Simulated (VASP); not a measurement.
**MgTi3N: single point with PBE**

The system is MgTi3N.

```
Mg Ti N
1.0
     4.17600    0.00000    0.00000
     0.00000    4.17600    0.00000
     0.00000    0.00000    4.17600
Mg Ti N
1 3 1
Direct
  0.50000 0.50000 0.50000
  0.50000 0.00000 0.00000
  0.00000 0.50000 0.00000
  0.00000 0.00000 0.50000
  0.00000 0.00000 0.00000
```

```json
{"Program": "VASP 6.6.1", "Task": "single point", "Functional": "PBE", "Potentials or basis": "VASP PAW PBE potentials, release 64 (Mg, Ti_sv, N)", "Cutoff": "520 eV", "k mesh": "4 × 4 × 4", "Occupations": "gaussian, width 0.1 eV", "Spin": "collinear spin, ferromagnetic start", "Starting moments": "[0.0, 1.0, 1.0, 1.0, 0.0] μB"}
```

```json
{
 "Pressure": "1.9 GPa",
 "Net moment": "0.00 μB per cell",
 "Valence electrons inside the program's atomic spheres": "Mg 0.45; Ti 10.29; N 3.75"
}
```

Levels at points of the mesh, in eV from the Fermi level:
Spin up:
```csv
k point,band 20,band 21,band 22,band 23,band 24,band 25
"(0.00, 0.00, 0.00)",-1.44,-1.44,-1.44,1.43,1.43,1.43
"(0.50, 0.00, 0.00)",-0.98,-0.98,-0.41,0.77,0.81,1.57
"(0.50, 0.50, 0.00)",-0.89,0.18,0.18,0.39,0.39,1.05
"(0.50, 0.50, 0.50)",-0.39,-0.07,-0.07,-0.07,0.45,0.45
```
Spin down:
```tsv
k point	band 18	band 19	band 20	band 21	band 22	band 23	band 24	band 25	band 26	band 27
(0.00, 0.00, 0.00)	-1.63	-1.63	-1.44	-1.44	-1.44	1.43	1.43	1.43	2.13	2.13
(0.50, 0.00, 0.00)	-3.21	-1.02	-0.98	-0.98	-0.41	0.77	0.81	1.57	1.57	1.77
(0.50, 0.50, 0.00)	-1.86	-1.86	-0.89	0.18	0.18	0.39	0.39	1.05	1.35	1.93
(0.50, 0.50, 0.50)	-0.39	-0.39	-0.39	-0.07	-0.07	-0.07	0.46	0.46	0.46	1.90
```

It took 26 s on 1 thread of AMD EPYC 9R45 96-Core Processor (Zen 5), on a shared host, peak memory 0.18 GiB.

Caveat: the k points lie up to 0.38 Å⁻¹ apart.
